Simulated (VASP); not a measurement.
A run of VASP 6.6.1 is set up as follows.

File INCAR:

```
SYSTEM = Al9O
PREC = Accurate
ENCUT = 520
EDIFF = 1E-7
ISMEAR = 0
SIGMA = 0.1
LREAL = .False.
LASPH = .True.
NELM = 100
ALGO = Normal
ISIF = 2
LWAVE = .False.
LCHARG = .False.
LDIPOL = .True.
IDIPOL = 3
DIPOL = 0.5 0.5 0.333
GGA = PE
NBANDS = 28
```

The input KPOINTS:

```
regular mesh
0
Gamma
  9 3 1
  0 0 0
```

POSCAR

```
Al9O
1.0
    2.8543223330      0.0000000000      0.0000000000
   -1.4271611665      9.7033329366      0.0000000000
    0.0000000000      0.0000000000     20.2902708969
Al O
9 1
Direct
    0.5324485604      0.0648971207      0.1971388169
    0.6709687938      0.3419375876      0.2462255645
    0.2986728405      0.5973456810      0.2560429140
    0.9263768872      0.8527537744      0.2658602636
    0.0639738222      0.1277383808      0.3154281718
    0.1995905480      0.4042696935      0.3707822583
    0.8288544886      0.6597110299      0.3785032288
    0.4526361687      0.9111292155      0.3874342692
    0.1468146338      0.1214992243      0.4592685565
    1.0925232094      0.9314597089      0.4544586954
```

Potentials or basis: VASP PAW PBE potentials, release 64 (Al, O).

Run with:

```sh
$ cat potpaw_PBE.64/Al/POTCAR potpaw_PBE.64/O/POTCAR > POTCAR
$ mpirun -np 1 vasp_std > vasp.out
```

(1) Estimate the largest force.

Results:

(1) 1.586 eV/Å.

Caveat: an odd number of electrons without spin polarisation forces a metal; a magnetic or distorted state may lie lower.
